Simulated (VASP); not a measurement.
# Ge (P6_3/mmc) in VASP: a series of runs

Ge is run at these levels: r2SCAN; tasks: single point.

Program: VASP 6.6.1. These are calculated values, not measurements. Logs are shortened: lines on timing, memory, paths and dates and some standing lists are left out, and cuts for length are marked.

## Step 1: The cell of the first run

The structure is hexagonal, space group P6_3/mmc (No. 194). Conventional cell: a = 3.936 Å, b = 3.936 Å, c = 6.662 Å, α = 90.00°, β = 90.00°, γ = 120.00°. Within 3.2 Å of Ge (site symmetry 3m) lie 4 Ge at 2.42 to 2.49 Å.

This isn't the form of Ge at room conditions, which is diamond.

## Step 2: Single point, r2SCAN (biaxial strain in the a-b plane: -1.5 %)

The input, POSCAR:

```
Ge
1.0
    3.9357139714      0.0000000000      0.0000000000
   -1.9678569857      3.4084282813      0.0000000000
    0.0000000000      0.0000000000      6.6621353556
Ge
4
Direct
    0.6666666667      0.3333333333      0.0629814339
    0.3333333333      0.6666666667      0.5629814339
    0.6666666667      0.3333333333      0.4370185661
    0.3333333333      0.6666666667      0.9370185661
```

The input, INCAR.step1:

```
PREC = Accurate ; ENCUT = 520
ISMEAR = 0 ; SIGMA = 0.01
LREAL = F ; LASPH = T
NELM = 100 ; NBANDS = 36
GGA = PE ; ALGO = Normal
EDIFF = 1E-4 ; LWAVE = T
LCHARG = F
```

The input, INCAR.step2:

```
PREC = Accurate ; ENCUT = 520
EDIFF = 1E-6 ; ISMEAR = 0
SIGMA = 0.01 ; LREAL = F
LASPH = T ; NELM = 100
ALGO = Normal ; ISIF = 2
LWAVE = F ; LCHARG = F
METAGGA = R2SCAN ; LMIXTAU = T
NBANDS = 36 ; ISTART = 1
```

The input, KPOINTS:

```
regular mesh
0
Gamma
  12 12 6
```

Potentials or basis: VASP PAW PBE potentials, release 64 (Ge_d).

Started as:

```bash
> cat potpaw_PBE.64/Ge_d/POTCAR > POTCAR
> cp INCAR.step1 INCAR
> mpirun -np 1 vasp_std > vasp.out
> cp INCAR.step2 INCAR
> mpirun -np 1 vasp_std > vasp.out
```

OUTCAR:

```text
PREC = Accurate
   ENCUT = 520
   EDIFF = 1E-6
   ISMEAR = 0
   LREAL = F
   LASPH = T
   NELM = 100
   ISIF = 2
   METAGGA = R2SCAN
   ISTART = 1

 ion  position               nearest neighbor table
   1  0.667  0.333  0.063-   4 2.42   4 2.42   4 2.42   3 2.49
   2  0.333  0.667  0.563-   3 2.42   3 2.42   3 2.42   4 2.49
   3  0.667  0.333  0.437-   2 2.42   2 2.42   2 2.42   1 2.49
   4  0.333  0.667  0.937-   1 2.42   1 2.42   1 2.42   2 2.49

  LATTYP: Found a hexagonal cell.
 ALAT       =     3.9357139714
 C/A-ratio  =     1.6927387010

  Lattice vectors:

 A1 = (   3.9357139714,   0.0000000000,   0.0000000000)
 A2 = (  -1.9678569857,   3.4084282813,   0.0000000000)
 A3 = (   0.0000000000,   0.0000000000,   6.6621353556)

Analysis of symmetry for initial positions (statically):
=====================================================================
 Subroutine PRICEL returns:
 Original cell was already a primitive cell.

 Routine SETGRP: Setting up the symmetry group for a
 hexagonal supercell.

 Subroutine GETGRP returns: Found 24 space group operations
 (whereof 12 operations were pure point group operations)
 out of a pool of 24 trial point group operations.

The static configuration has the point symmetry D_3d.
 The point group associated with its full space group is D_6h.

Analysis of symmetry for dynamics (positions and initial velocities):
=====================================================================
 Subroutine PRICEL returns:
 Original cell was already a primitive cell.

 Routine SETGRP: Setting up the symmetry group for a
 hexagonal supercell.

 Subroutine GETGRP returns: Found 24 space group operations
 (whereof 12 operations were pure point group operations)
 out of a pool of 24 trial point group operations.

The dynamic configuration has the point symmetry D_3d.
 The point group associated with its full space group is D_6h.

 Subroutine INISYM returns: Found 24 space group operations
 (whereof 12 operations are pure point group operations),
 and found     1 'primitive' translations

----------------------------------------------------------------------------------------

                                     Primitive cell

  volume of cell :      89.3699

  direct lattice vectors                    reciprocal lattice vectors
     3.935713971  0.000000000  0.000000000     0.254083505  0.146695180  0.000000000
    -1.967856986  3.408428281  0.000000000     0.000000000  0.293390360  0.000000000
     0.000000000  0.000000000  6.662135356     0.000000000  0.000000000  0.150102024

  length of vectors
     3.935713971  3.935713971  6.662135356     0.293390360  0.293390360  0.150102024

  position of ions in fractional coordinates (direct lattice)
     0.666666667  0.333333333  0.062981434
     0.333333333  0.666666667  0.562981434
     0.666666667  0.333333333  0.437018566
     0.333333333  0.666666667  0.937018566

  ion indices of the primitive-cell ions
   primitive index   ion index
                 1           1
                 2           2
                 3           3
                 4           4

----------------------------------------------------------------------------------------

 KPOINTS: regular mesh

Automatic generation of k-mesh.
 Grid dimensions read from file:
 generate k-points for:   12   12    6

 Generating k-lattice:

  Cartesian coordinates                     Fractional coordinates (reciprocal lattice)
     0.021173625  0.012224598  0.000000000     0.083333333  0.000000000  0.000000000
     0.000000000  0.024449197  0.000000000     0.000000000  0.083333333  0.000000000
     0.000000000  0.000000000  0.025017004     0.000000000  0.000000000  0.166666667

  Length of vectors
     0.024449197  0.024449197  0.025017004

  Shift w.r.t. Gamma in fractional coordinates (k-lattice)
     0.000000000  0.000000000  0.000000000

 Subroutine IBZKPT returns following result:
 ===========================================

 Found     76 irreducible k-points:

 Following reciprocal coordinates:
            Coordinates               Weight
  0.000000  0.000000  0.000000      1.000000
  0.083333  0.000000  0.000000      6.000000
  0.166667  0.000000  0.000000      6.000000
  0.250000  0.000000  0.000000      6.000000
  0.333333  0.000000  0.000000      6.000000
  0.416667  0.000000  0.000000      6.000000
[... 16 lines left out ...]
  0.250000  0.000000  0.166667     12.000000
  0.333333  0.000000  0.166667     12.000000
 [... further k-points ...]
   k-points           NKPTS =     76   k-points in BZ     NKDIM =     76   number of bands    NBANDS=     36
   number of dos      NEDOS =    301   number of ions     NIONS =      4
   total plane-waves  NPLWV =  45000
   dimension x,y,z NGX =    30 NGY =   30 NGZ =   50
   dimension x,y,z NGXF=    60 NGYF=   60 NGZF=  100
   ions per type =               4
   NGX,Y,Z   is equivalent  to a cutoff of  12.67, 12.67, 12.48 a.u.
   NGXF,Y,Z  is equivalent  to a cutoff of  25.34, 25.34, 24.95 a.u.
 SYSTEM =  unknown system
   PREC   = accura    normal or accurate (medium, high low for compatibility)
   ISTART =      1    job   : 0-new  1-cont  2-samecut
   ICHARG =      0    charge: 1-file 2-atom 10-const
   ISPIN  =      1    spin polarized calculation?
   LNONCOLLINEAR =      F non collinear calculations
   LSORBIT =      F    spin-orbit coupling
   LASPH  =      T    aspherical Exc in radial PAW
   ENCUT  =  520.0 eV  38.22 Ry    6.18 a.u.   7.32  7.32 12.39*2*pi/ulx,y,z
   NELM   =    100;   NELMIN=  2; NELMDL=  0     # of ELM steps
   EDIFF  = 0.1E-05   stopping-criterion for ELM
   LREAL  =      F    real-space projection
   EDIFFG = 0.1E-04   stopping-criterion for IOM
   NSW    =      0    number of steps for IOM
   IBRION =     -1    ionic relax: 0-MD 1-quasi-New 2-CG
   NFREE  =      0    steps in history (QN), initial steepest desc. (CG)
   ISIF   =      2    stress and relaxation
   ISYM   =      2    0-nonsym 1-usesym 2-fastsym
   POTIM  = 0.5000    time-step for ionic-motion
   TEBEG  =    0.0;   TEEND  =   0.0 temperature during run
   PSTRESS=    0.0 pullay stress
   NELECT =      56.0000    total number of electrons
   NUPDOWN=      -1.0000    fix difference up-down
   EMIN   =  10.00;   EMAX   =-10.00  energy-range for DOS
   EFERMI =   0.00;   METHOD = LEGACY
   ISMEAR =     0;   SIGMA  =   0.01  broadening in eV -4-tet -1-fermi 0-gaus
   EFERMI_NEDOS =   21; number of points for ismear=-14 and -15
   IALGO  =     38    algorithm
   IMIX   =      4    mixing-type and parameters
     AMIX     =   0.40;   BMIX     =  1.00
     AMIX_MAG =   1.60;   BMIX_MAG =  1.00
  volume/ion in A,a.u.               =      22.34       150.77
  Fermi-wavevector in a.u.,A,eV,Ry     =   1.400900  2.647317 26.701716  1.962521
  Thomas-Fermi vector in A             =   2.523815
   LORBIT       =      0    0 simple, 1 ext, 2 COOP (PROOUT), +10 PAW based schemes
   METAGGA = R2SCAN    functional components
   LHFCALC =     F    Hartree Fock is set to
   AEXX    =    0.0000 exact exchange contribution
   IVDW    =     0    specifies the selected vdW correction
   LEPSILON=     F    determine dielectric tensor
   LRPA    =     F    only Hartree local field effects (RPA)
 non-spin polarized calculation
 Gauss-broadening in eV      SIGMA  =   0.01
  energy-cutoff  :      520.00
  volume of cell :       89.37
 maximum number of plane-waves:      2431
 NGX is ok and might be reduce to    30
   NGX = 15   NGY = 15   NGZ = 25

 number of electron      56.0000033 magnetization

 Free energy of the ion-electron system (eV)
  ---------------------------------------------------
  ext. energy  EPLUGINS =         0.00000000
  ---------------------------------------------------
  free energy    TOTEN  =       -55.38703223 eV

  energy without entropy =      -55.38703223  energy(sigma->0) =      -55.38703223

 E-fermi :   5.1866     XC(G=0): -10.8852

 val. band max:        5.1197854125   @ k =   0.0000   0.0000   0.0000
 cond. band min:       5.4269086713   @ k =   0.0000   0.0000   0.0000
 fundamental gap:      0.3071232588
 Fermi energy:         5.1865754908

 k-point     1 :       0.0000    0.0000    0.0000
  band No.  band energies     occupation
      1     -20.6313      2.00000
      2     -20.6313      2.00000
      3     -20.5934      2.00000
      4     -20.5934      2.00000
      5     -20.5647      2.00000
      6     -20.5581      2.00000
[... 28 lines left out ...]
     35       9.8524      0.00000
     36      11.8267      0.00000

 k-point     2 :       0.0833    0.0000    0.0000
  band No.  band energies     occupation
      1     -20.6349      2.00000
      2     -20.6328      2.00000
      3     -20.5959      2.00000
      4     -20.5933      2.00000
      5     -20.5732      2.00000
      6     -20.5530      2.00000
[... 28 lines left out ...]
     35      10.1954      0.00000
     36      12.1291      0.00000

 k-point     3 :       0.1667    0.0000    0.0000
  band No.  band energies     occupation
      1     -20.6413      2.00000
      2     -20.6359      2.00000
      3     -20.6014      2.00000
      4     -20.5917      2.00000
      5     -20.5847      2.00000
      6     -20.5448      2.00000
[... 28 lines left out ...]
     35      11.0846      0.00000
     36      11.2276      0.00000

 k-point     4 :       0.2500    0.0000    0.0000
  band No.  band energies     occupation
      1     -20.6448      2.00000
      2     -20.6386      2.00000
      3     -20.6069      2.00000
      4     -20.5958      2.00000
      5     -20.5867      2.00000
      6     -20.5390      2.00000
[... 28 lines left out ...]
     35      12.0526      0.00000
     36      12.2864      0.00000

 k-point     5 :       0.3333    0.0000    0.0000
  band No.  band energies     occupation
      1     -20.6437      2.00000
      2     -20.6398      2.00000
      3     -20.6108      2.00000
      4     -20.6063      2.00000
      5     -20.5774      2.00000
      6     -20.5365      2.00000
[... 655 lines left out ...]
 k-point    22 :       0.1667    0.0000    0.1667
  band No.  band energies     occupation
      1     -20.6386      2.00000
      2     -20.6341      2.00000
      3     -20.6046      2.00000
      4     -20.5961      2.00000
      5     -20.5814      2.00000
      6     -20.5458      2.00000
[... 28 lines left out ...]
     35      10.8745      0.00000
     36      11.6278      0.00000

 k-point    23 :       0.2500    0.0000    0.1667
  band No.  band energies     occupation
      1     -20.6416      2.00000
      2     -20.6368      2.00000
      3     -20.6096      2.00000
      4     -20.5959      2.00000
      5     -20.5871      2.00000
      6     -20.5402      2.00000
[... 28 lines left out ...]
     35      11.7873      0.00000
     36      12.0324      0.00000

 k-point    24 :       0.3333    0.0000    0.1667
  band No.  band energies     occupation
      1     -20.6402      2.00000
      2     -20.6382      2.00000
      3     -20.6131      2.00000
      4     -20.6037      2.00000
      5     -20.5799      2.00000
      6     -20.5372      2.00000
[... 28 lines left out ...]
     35      12.8526      0.00000
     36      13.2274      0.00000

 [... further k-points ...]

------------------------ aborting loop because EDIFF is reached ----------------------------------------

  FORCE on cell =-STRESS in cart. coord.  units (eV):
  Direction    XX          YY          ZZ          XY          YZ          ZX
  --------------------------------------------------------------------------------------
  -------------------------------------------------------------------------------------
  Total        1.8198395      1.8198395     -0.7987264      0.0000000      0.0000000      0.0000000
  in kB       32.6251502     32.6251502    -14.3191585      0.0000000      0.0000000      0.0000000
  external PRESSURE =      16.9770473 kB  Pullay stress =       0.0000000 kB

 VOLUME and BASIS-vectors are now :
 -----------------------------------------------------------------------------
  energy-cutoff  :      520.00
  volume of cell :       89.37
      direct lattice vectors                 reciprocal lattice vectors
     3.935713971  0.000000000  0.000000000     0.254083505  0.146695180  0.000000000
    -1.967856986  3.408428281  0.000000000     0.000000000  0.293390360  0.000000000
     0.000000000  0.000000000  6.662135356     0.000000000  0.000000000  0.150102024

 POSITION                                       TOTAL-FORCE (eV/Angst)
 -----------------------------------------------------------------------------------
      1.96786      1.13614      0.41959        -0.000000      0.000000      0.227344
     -0.00000      2.27229      3.75066        -0.000000     -0.000000      0.227344
      1.96786      1.13614      2.91148        -0.000000      0.000000     -0.227344
     -0.00000      2.27229      6.24254         0.000000     -0.000000     -0.227344
 -----------------------------------------------------------------------------------
    total drift:                               -0.000000      0.000000      0.000000

  FREE ENERGIE OF THE ION-ELECTRON SYSTEM (eV)
  ---------------------------------------------------
  free  energy   TOTEN  =       -55.3870322268 eV

  energy  without entropy=      -55.3870322268  energy(sigma->0) =      -55.38703223
```

It took 21 min on 1 thread of Intel Xeon 8259CL, shared host; peak memory 0.32 GiB.

What came out:

* Free energy: -55.3870 eV
* Pressure: 1.7 GPa
* Largest force: 0.227 eV/Å
* Band gap on the k mesh: 0.31 eV

Forces on the atoms (eV/Å):
```
Ge   0.000  0.000  0.227
Ge   0.000  0.000  0.227
Ge   0.000  0.000 -0.227
Ge   0.000  0.000 -0.227
```

Caveat: the cell differs from its parent crystal (biaxial strain in the a-b plane: -1.5 %); semilocal functionals underestimate gaps, and a narrow one can read as zero; the PAW data sets were made with another functional, which shifts forces and pressure a little. A k mesh can miss the band edges.

[end of part 1 of 3]
